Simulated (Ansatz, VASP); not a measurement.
# Co: VASP beside Ansatz

```xyz
2
Lattice="2.5360 0.0000 0.0000 -1.2680 2.1962 0.0000 0.0000 0.0000 4.1360" Properties=species:S:1:pos:R:3 pbc="T T T"
Co    0.0000    1.4642    1.0340
Co    1.2680    0.7321    3.1020
```

Alike in both runs: task single point; functional PBEsol; k mesh 14 × 14 × 8; occupations fermi-dirac, width 0.1 eV; collinear spin.

|  | VASP | Ansatz |
| --- | --- | --- |
| version | VASP 6.6.1 | Ansatz 0.2.0 |
| potentials or method | VASP PAW PBE potentials, release 64 (Co), cutoff 520 eV | PAW, plane waves, scalar-relativistic |
| valence electrons in the cell | 18 | 34 |

Ansatz gave:

* pressure (GPa): -19.5
* traceless stress, the component that is largest in VASP (GPa): -1.19
* net moment per atom (μB): 1.67
* size of the moment on the site where the two differ most (μB): 1.74

Task: Estimate VASP's values.

Result: Pressure (GPa): -19.9; traceless stress, the component that is largest in VASP (GPa): -1.26; net moment per atom (μB): 1.65; size of the moment on the site where the two differ most (μB): 1.68.

VASP's potentials were made for PBE, not for PBEsol. Site moments also hang on the region over which each program counts them. VASP's potentials hold 18 valence electrons a cell and Ansatz's 34, so a difference there can come from the potentials and not from the codes. Ansatz's warnings: stability check not made.
